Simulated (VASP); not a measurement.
# Mo3H: single point with r2SCAN

Slab: Mo3H, a slab with vacuum.

```
CELL_PARAMETERS angstrom
2.72835 0.00000 0.00000
-0.90945 2.57231 0.00000
0.00000 0.00000 19.79343
ATOMIC_POSITIONS crystal
Mo 0.50000 0.50000 0.20209
Mo 0.00000 0.00000 0.31055
Mo 0.50000 0.50000 0.41900
H 0.00000 0.00000 0.47290
```

```
Program             : VASP 6.6.1
Task                : single point
Functional          : r2SCAN
Potentials or basis : VASP PAW PBE potentials, release 64 (Mo_sv, H)
Cutoff              : 520 eV
k mesh              : 10 × 10 × 1
Occupations         : gaussian, width 0.1 eV
Spin                : no spin polarisation
```

```
Largest force : 0.672 eV/Å
```

Forces in eV/Å, atoms in the order of the input:
```
Mo   0.000  0.000  0.056
Mo   0.000  0.000 -0.672
Mo   0.000  0.000  0.626
H    0.000  0.000 -0.010
```

Levels at points of the mesh, in eV from the Fermi level:
```
           k point  band 20  band 21  band 22  band 23  band 24  band 25
(0.00, 0.00, 0.00)    -1.36    -1.15    -1.10     0.66     1.23     1.28
(0.50, 0.00, 0.00)    -1.23     0.99     1.30     1.72     1.83     1.95
(0.50, 0.50, 0.00)    -0.19     0.02     1.02     1.73     2.68     2.68
```

Run time: 4.7 min on 1 thread of Intel(R) Xeon(R) 6975P-C (Granite Rapids) (shared host), peak memory 0.3 GiB.

Caveat: the PAW data sets were made with another functional, which shifts forces and pressure a little.
